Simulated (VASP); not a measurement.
# Sn (Fd-3m) in VASP: notebook, part 2 of 2

VASP 6.6.1. The steps go on from the part before.

### Step 3. Single point, r2SCAN

The input, POSCAR:

```
Sn
1.0
    0.0000000000      3.2831000385      3.2831000385
    3.2831000385      0.0000000000      3.2831000385
    3.2831000385      3.2831000385      0.0000000000
Sn
2
Direct
    0.5000000000      0.5000000000      0.5000000000
    0.7500000000      0.7500000000      0.7500000000
```

The input, INCAR.step1:

```
  PREC = Accurate
  ENCUT = 520
  ISMEAR = 0
  SIGMA = 0.1
  LREAL = F
  LASPH = T
  NELM = 100
  NBANDS = 21
  GGA = PE
  ALGO = Normal
  EDIFF = 1E-4
  LWAVE = T
  LCHARG = F
```

The input, INCAR.step2:

```
  PREC = Accurate
  ENCUT = 520
  EDIFF = 1E-7
  ISMEAR = 0
  SIGMA = 0.1
  LREAL = F
  LASPH = T
  NELM = 100
  ALGO = Normal
  ISIF = 2
  LWAVE = F
  LCHARG = F
  METAGGA = R2SCAN
  LMIXTAU = T
  NBANDS = 21
  ISTART = 1
```

The input, KPOINTS:

```
Automatic mesh
0
Gamma
  12 12 12
```

Potentials or basis: VASP PAW PBE potentials, release 64 (Sn_d).

Launch:

```console
cat potpaw_PBE.64/Sn_d/POTCAR > POTCAR
cp INCAR.step1 INCAR
mpirun -np 1 vasp_std > vasp.out
cp INCAR.step2 INCAR
mpirun -np 1 vasp_std > vasp.out
```

OUTCAR:

```text
PREC = Accurate
   ENCUT = 520
   EDIFF = 1E-7
   ISMEAR = 0
   LREAL = F
   LASPH = T
   NELM = 100
   ISIF = 2
   METAGGA = R2SCAN
   ISTART = 1

 ion  position               nearest neighbor table
   1  0.500  0.500  0.500-   2 2.84   2 2.84   2 2.84   2 2.84
   2  0.750  0.750  0.750-   1 2.84   1 2.84   1 2.84   1 2.84

  LATTYP: Found a face centered cubic cell.
 ALAT       =     6.5662000770

  Lattice vectors:

 A1 = (   0.0000000000,   3.2831000385,   3.2831000385)
 A2 = (   3.2831000385,   0.0000000000,   3.2831000385)
 A3 = (   3.2831000385,   3.2831000385,   0.0000000000)

Analysis of symmetry for initial positions (statically):
=====================================================================
 Subroutine PRICEL returns:
 Original cell was already a primitive cell.

 Routine SETGRP: Setting up the symmetry group for a
 face centered cubic supercell.

 Subroutine GETGRP returns: Found 48 space group operations
 (whereof 24 operations were pure point group operations)
 out of a pool of 48 trial point group operations.

The static configuration has the point symmetry T_d .
 The point group associated with its full space group is O_h .

Analysis of symmetry for dynamics (positions and initial velocities):
=====================================================================
 Subroutine PRICEL returns:
 Original cell was already a primitive cell.

 Routine SETGRP: Setting up the symmetry group for a
 face centered cubic supercell.

 Subroutine GETGRP returns: Found 48 space group operations
 (whereof 24 operations were pure point group operations)
 out of a pool of 48 trial point group operations.

The dynamic configuration has the point symmetry T_d .
 The point group associated with its full space group is O_h .

 Subroutine INISYM returns: Found 48 space group operations
[... 103 lines left out ...]
   ISIF   =      2    stress and relaxation
   ISYM   =      2    0-nonsym 1-usesym 2-fastsym
   POTIM  = 0.5000    time-step for ionic-motion
   TEBEG  =    0.0;   TEEND  =   0.0 temperature during run
   PSTRESS=    0.0 pullay stress
   NELECT =      28.0000    total number of electrons
   NUPDOWN=      -1.0000    fix difference up-down
   EMIN   =  10.00;   EMAX   =-10.00  energy-range for DOS
   EFERMI =   0.00;   METHOD = LEGACY
   ISMEAR =     0;   SIGMA  =   0.10  broadening in eV -4-tet -1-fermi 0-gaus
   EFERMI_NEDOS =   21; number of points for ismear=-14 and -15
   IALGO  =     38    algorithm
   IMIX   =      4    mixing-type and parameters
     AMIX     =   0.40;   BMIX     =  1.00
     AMIX_MAG =   1.60;   BMIX_MAG =  1.00
  volume/ion in A,a.u.               =      35.39       238.81
  Fermi-wavevector in a.u.,A,eV,Ry     =   1.201803  2.271079 19.651319  1.444331
  Thomas-Fermi vector in A             =   2.337602
   LORBIT       =      0    0 simple, 1 ext, 2 COOP (PROOUT), +10 PAW based schemes
   METAGGA = R2SCAN    functional components
   LHFCALC =     F    Hartree Fock is set to
   AEXX    =    0.0000 exact exchange contribution
   IVDW    =     0    specifies the selected vdW correction
   LEPSILON=     F    determine dielectric tensor
   LRPA    =     F    only Hartree local field effects (RPA)
 non-spin polarized calculation
 Gauss-broadening in eV      SIGMA  =   0.10
  energy-cutoff  :      520.00
  volume of cell :       70.78
 maximum number of plane-waves:      1932
   NGX = 17   NGY = 17   NGZ = 17

 number of electron      27.9999984 magnetization

 Free energy of the ion-electron system (eV)
  ---------------------------------------------------
  ext. energy  EPLUGINS =         0.00000000
  ---------------------------------------------------
  free energy    TOTEN  =       -49.49551439 eV

  energy without entropy =      -49.49512017  energy(sigma->0) =      -49.49531728

 E-fermi :   5.2095     XC(G=0):  -9.4264

 val. band max:        5.0735710603   @ k =   0.0833   0.0000   0.0000
 cond. band min:       5.2139959407   @ k =   0.0000   0.0000   0.0000
 fundamental gap:      0.1404248804
 Fermi energy:         5.2094682063

 k-point     1 :       0.0000    0.0000    0.0000
  band No.  band energies     occupation
      1     -17.1266      2.00000
      2     -17.1266      2.00000
      3     -17.1266      2.00000
      4     -17.0649      2.00000
      5     -17.0649      2.00000
      6     -16.7697      2.00000
[... 565 lines left out ...]
     20      13.3450      0.00000
     21      13.6285      0.00000

 [... further k-points ...]
[... 5 lines left out ...]
  --------------------------------------------------------------------------------------
  -------------------------------------------------------------------------------------
  Total       -0.0109167     -0.0109167     -0.0109167      0.0000000      0.0000000     -0.0000000
  in kB       -0.2471278     -0.2471278     -0.2471278      0.0000000      0.0000000     -0.0000000
  external PRESSURE =      -0.2471278 kB  Pullay stress =       0.0000000 kB

 VOLUME and BASIS-vectors are now :
 -----------------------------------------------------------------------------
  energy-cutoff  :      520.00
  volume of cell :       70.78
      direct lattice vectors                 reciprocal lattice vectors
     0.000000000  3.283100039  3.283100039    -0.152295085  0.152295085  0.152295085
     3.283100039  0.000000000  3.283100039     0.152295085 -0.152295085  0.152295085
     3.283100039  3.283100039  0.000000000     0.152295085  0.152295085 -0.152295085

 POSITION                                       TOTAL-FORCE (eV/Angst)
 -----------------------------------------------------------------------------------
      3.28310      3.28310      3.28310        -0.000000     -0.000000     -0.000000
      4.92465      4.92465      4.92465         0.000000      0.000000      0.000000
 -----------------------------------------------------------------------------------
    total drift:                                0.000000      0.000000      0.000000

  FREE ENERGIE OF THE ION-ELECTRON SYSTEM (eV)
  ---------------------------------------------------
  free  energy   TOTEN  =       -49.4955143948 eV

  energy  without entropy=      -49.4951201653  energy(sigma->0) =      -49.49531728
```

OUTCAR.step1:

```text
PREC = Accurate
   ENCUT = 520
   ISMEAR = 0
   LREAL = F
   LASPH = T
[... 798 lines left out ...]
 -----------------------------------------------------------------------------------
      3.28310      3.28310      3.28310         0.000000      0.000000      0.000000
      4.92465      4.92465      4.92465        -0.000000     -0.000000     -0.000000
 -----------------------------------------------------------------------------------
    total drift:                                0.000000      0.000000      0.000000

  FREE ENERGIE OF THE ION-ELECTRON SYSTEM (eV)
  ---------------------------------------------------
  free  energy   TOTEN  =        -7.6792769004 eV

  energy  without entropy=       -7.6780681227  energy(sigma->0) =       -7.67867251
```

It took 5.8 min on 1 thread of AMD EPYC 7R13 (Zen 3), shared host; peak memory 0.24 GiB.

What came out:

| Item | Value |
| --- | --- |
| Free energy | -49.4955 eV |
| Pressure | 0.0 GPa |
| Band gap on the k mesh | zero (filled and empty bands touch) |

Caveat: the PAW data sets were made with another functional, which shifts forces and pressure a little; spin-orbit coupling is left out, which moves the levels of the heavy elements.

### Step 4. Single point, r2SCAN

The input, POSCAR:

```
Sn
1.0
    0.0000000000      3.2831000384      3.2831000384
    3.2831000384      0.0000000000      3.2831000384
    3.2831000384      3.2831000384      0.0000000000
Sn
2
Direct
    0.5000000000      0.5000000000      0.5000000000
    0.7500000000      0.7500000000      0.7500000000
```

INCAR.step1 is that of step 3.

INCAR.step2 is that of step 3.

KPOINTS is that of step 3.

Potentials or basis: VASP PAW PBE potentials, release 64 (Sn_d).

Launch:

```console
cat potpaw_PBE.64/Sn_d/POTCAR > POTCAR
cp INCAR.step1 INCAR
mpirun -np 1 vasp_std > vasp.out
cp INCAR.step2 INCAR
mpirun -np 1 vasp_std > vasp.out
```

OUTCAR:

```text
PREC = Accurate
   ENCUT = 520
   EDIFF = 1E-7
   ISMEAR = 0
   LREAL = F
   LASPH = T
   NELM = 100
   ISIF = 2
   METAGGA = R2SCAN
   ISTART = 1

 ion  position               nearest neighbor table
   1  0.500  0.500  0.500-   2 2.84   2 2.84   2 2.84   2 2.84
   2  0.750  0.750  0.750-   1 2.84   1 2.84   1 2.84   1 2.84

  LATTYP: Found a face centered cubic cell.
 ALAT       =     6.5662000768

  Lattice vectors:

 A1 = (   0.0000000000,   3.2831000384,   3.2831000384)
 A2 = (   3.2831000384,   0.0000000000,   3.2831000384)
 A3 = (   3.2831000384,   3.2831000384,   0.0000000000)

Analysis of symmetry for initial positions (statically):
=====================================================================
 Subroutine PRICEL returns:
 Original cell was already a primitive cell.

 Routine SETGRP: Setting up the symmetry group for a
 face centered cubic supercell.

 Subroutine GETGRP returns: Found 48 space group operations
 (whereof 24 operations were pure point group operations)
 out of a pool of 48 trial point group operations.

The static configuration has the point symmetry T_d .
 The point group associated with its full space group is O_h .

Analysis of symmetry for dynamics (positions and initial velocities):
=====================================================================
 Subroutine PRICEL returns:
 Original cell was already a primitive cell.

 Routine SETGRP: Setting up the symmetry group for a
 face centered cubic supercell.

 Subroutine GETGRP returns: Found 48 space group operations
 (whereof 24 operations were pure point group operations)
 out of a pool of 48 trial point group operations.

The dynamic configuration has the point symmetry T_d .
 The point group associated with its full space group is O_h .

 Subroutine INISYM returns: Found 48 space group operations
 (whereof 24 operations are pure point group operations),
 and found     1 'primitive' translations

----------------------------------------------------------------------------------------

                                     Primitive cell

  volume of cell :      70.7754

  direct lattice vectors                    reciprocal lattice vectors
     0.000000000  3.283100038  3.283100038    -0.152295085  0.152295085  0.152295085
     3.283100038  0.000000000  3.283100038     0.152295085 -0.152295085  0.152295085
     3.283100038  3.283100038  0.000000000     0.152295085  0.152295085 -0.152295085

  length of vectors
     4.643004601  4.643004601  4.643004601     0.263782825  0.263782825  0.263782825

  position of ions in fractional coordinates (direct lattice)
     0.500000000  0.500000000  0.500000000
     0.750000000  0.750000000  0.750000000

  ion indices of the primitive-cell ions
   primitive index   ion index
                 1           1
                 2           2

----------------------------------------------------------------------------------------

 KPOINTS: Automatic mesh

Automatic generation of k-mesh.
 Grid dimensions read from file:
 generate k-points for:   12   12   12

 Generating k-lattice:

  Cartesian coordinates                     Fractional coordinates (reciprocal lattice)
    -0.012691257  0.012691257  0.012691257     0.083333333  0.000000000  0.000000000
     0.012691257 -0.012691257  0.012691257     0.000000000  0.083333333  0.000000000
     0.012691257  0.012691257 -0.012691257     0.000000000  0.000000000  0.083333333

  Length of vectors
     0.021981902  0.021981902  0.021981902

  Shift w.r.t. Gamma in fractional coordinates (k-lattice)
     0.000000000  0.000000000  0.000000000

 Subroutine IBZKPT returns following result:
 ===========================================

 Found     72 irreducible k-points:

 Following reciprocal coordinates:
            Coordinates               Weight
  0.000000  0.000000  0.000000      1.000000
  0.083333  0.000000  0.000000      8.000000
  0.166667  0.000000  0.000000      8.000000
  0.250000  0.000000  0.000000      8.000000
  0.333333  0.000000  0.000000      8.000000
  0.416667  0.000000  0.000000      8.000000
[... 16 lines left out ...]
  0.500000  0.166667  0.000000     24.000000
 -0.416667  0.166667  0.000000     24.000000
 [... further k-points ...]
   k-points           NKPTS =     72   k-points in BZ     NKDIM =     72   number of bands    NBANDS=     21
   number of dos      NEDOS =    301   number of ions     NIONS =      2
   total plane-waves  NPLWV =  46656
   dimension x,y,z NGX =    36 NGY =   36 NGZ =   36
   dimension x,y,z NGXF=    72 NGYF=   72 NGZF=   72
   ions per type =               2
   NGX,Y,Z   is equivalent  to a cutoff of  12.89, 12.89, 12.89 a.u.
   NGXF,Y,Z  is equivalent  to a cutoff of  25.78, 25.78, 25.78 a.u.
 SYSTEM =  unknown system
   PREC   = accura    normal or accurate (medium, high low for compatibility)
   ISTART =      1    job   : 0-new  1-cont  2-samecut
   ICHARG =      0    charge: 1-file 2-atom 10-const
   ISPIN  =      1    spin polarized calculation?
   LNONCOLLINEAR =      F non collinear calculations
   LSORBIT =      F    spin-orbit coupling
   LASPH  =      T    aspherical Exc in radial PAW
   ENCUT  =  520.0 eV  38.22 Ry    6.18 a.u.   8.63  8.63  8.63*2*pi/ulx,y,z
   NELM   =    100;   NELMIN=  2; NELMDL=  0     # of ELM steps
   EDIFF  = 0.1E-06   stopping-criterion for ELM
   LREAL  =      F    real-space projection
   EDIFFG = 0.1E-05   stopping-criterion for IOM
   NSW    =      0    number of steps for IOM
   IBRION =     -1    ionic relax: 0-MD 1-quasi-New 2-CG
   NFREE  =      0    steps in history (QN), initial steepest desc. (CG)
   ISIF   =      2    stress and relaxation
   ISYM   =      2    0-nonsym 1-usesym 2-fastsym
   POTIM  = 0.5000    time-step for ionic-motion
   TEBEG  =    0.0;   TEEND  =   0.0 temperature during run
   PSTRESS=    0.0 pullay stress
   NELECT =      28.0000    total number of electrons
   NUPDOWN=      -1.0000    fix difference up-down
   EMIN   =  10.00;   EMAX   =-10.00  energy-range for DOS
   EFERMI =   0.00;   METHOD = LEGACY
   ISMEAR =     0;   SIGMA  =   0.10  broadening in eV -4-tet -1-fermi 0-gaus
   EFERMI_NEDOS =   21; number of points for ismear=-14 and -15
   IALGO  =     38    algorithm
   IMIX   =      4    mixing-type and parameters
     AMIX     =   0.40;   BMIX     =  1.00
     AMIX_MAG =   1.60;   BMIX_MAG =  1.00
  volume/ion in A,a.u.               =      35.39       238.81
  Fermi-wavevector in a.u.,A,eV,Ry     =   1.201803  2.271079 19.651319  1.444331
  Thomas-Fermi vector in A             =   2.337602
   LORBIT       =      0    0 simple, 1 ext, 2 COOP (PROOUT), +10 PAW based schemes
   METAGGA = R2SCAN    functional components
   LHFCALC =     F    Hartree Fock is set to
   AEXX    =    0.0000 exact exchange contribution
   IVDW    =     0    specifies the selected vdW correction
   LEPSILON=     F    determine dielectric tensor
   LRPA    =     F    only Hartree local field effects (RPA)
 non-spin polarized calculation
 Gauss-broadening in eV      SIGMA  =   0.10
  energy-cutoff  :      520.00
  volume of cell :       70.78
 maximum number of plane-waves:      1932
   NGX = 17   NGY = 17   NGZ = 17

 number of electron      27.9999984 magnetization

 Free energy of the ion-electron system (eV)
  ---------------------------------------------------
  ext. energy  EPLUGINS =         0.00000000
  ---------------------------------------------------
  free energy    TOTEN  =       -49.49551439 eV

  energy without entropy =      -49.49512017  energy(sigma->0) =      -49.49531728

 E-fermi :   5.2095     XC(G=0):  -9.4264

 val. band max:        5.0735710612   @ k =   0.0833   0.0000   0.0000
 cond. band min:       5.2139959416   @ k =   0.0000   0.0000   0.0000
 fundamental gap:      0.1404248804
 Fermi energy:         5.2094682075

 k-point     1 :       0.0000    0.0000    0.0000
  band No.  band energies     occupation
      1     -17.1266      2.00000
      2     -17.1266      2.00000
      3     -17.1266      2.00000
      4     -17.0649      2.00000
      5     -17.0649      2.00000
      6     -16.7697      2.00000
[... 13 lines left out ...]
     20      13.3889      0.00000
     21      13.3889      0.00000

 k-point     2 :       0.0833    0.0000    0.0000
  band No.  band energies     occupation
      1     -17.1319      2.00000
      2     -17.1319      2.00000
      3     -17.1250      2.00000
      4     -17.0576      2.00000
      5     -17.0576      2.00000
      6     -16.7802      2.00000
[... 520 lines left out ...]
 k-point    24 :      -0.4167    0.1667    0.0000
  band No.  band energies     occupation
      1     -17.1846      2.00000
      2     -17.1697      2.00000
      3     -17.0684      2.00000
      4     -16.9896      2.00000
      5     -16.9798      2.00000
      6     -16.8542      2.00000
[... 13 lines left out ...]
     20      13.3450      0.00000
     21      13.6285      0.00000

 [... further k-points ...]
[... 5 lines left out ...]
  --------------------------------------------------------------------------------------
  -------------------------------------------------------------------------------------
  Total       -0.0109167     -0.0109167     -0.0109167     -0.0000000      0.0000000     -0.0000000
  in kB       -0.2471277     -0.2471277     -0.2471277     -0.0000000      0.0000000     -0.0000000
  external PRESSURE =      -0.2471277 kB  Pullay stress =       0.0000000 kB

 VOLUME and BASIS-vectors are now :
 -----------------------------------------------------------------------------
  energy-cutoff  :      520.00
  volume of cell :       70.78
      direct lattice vectors                 reciprocal lattice vectors
     0.000000000  3.283100038  3.283100038    -0.152295085  0.152295085  0.152295085
     3.283100038  0.000000000  3.283100038     0.152295085 -0.152295085  0.152295085
     3.283100038  3.283100038  0.000000000     0.152295085  0.152295085 -0.152295085

 POSITION                                       TOTAL-FORCE (eV/Angst)
 -----------------------------------------------------------------------------------
      3.28310      3.28310      3.28310        -0.000000     -0.000000     -0.000000
      4.92465      4.92465      4.92465         0.000000      0.000000      0.000000
 -----------------------------------------------------------------------------------
    total drift:                                0.000000      0.000000      0.000000

  FREE ENERGIE OF THE ION-ELECTRON SYSTEM (eV)
  ---------------------------------------------------
  free  energy   TOTEN  =       -49.4955143947 eV

  energy  without entropy=      -49.4951201652  energy(sigma->0) =      -49.49531728
```

Run time: 5.5 min. Hardware: 1 thread of Intel Xeon Platinum 8259CL at 2.50GHz (Skylake/Cascade Lake), shared host; peak memory 0.26 GiB.

What came out:

```
Free energy            : -49.4955 eV
Pressure               : 0.0 GPa
Band gap on the k mesh : zero (filled and empty bands touch)
```

Caveat: the PAW data sets were made with another functional, which shifts forces and pressure a little; spin-orbit coupling is left out, which moves the levels of the heavy elements.
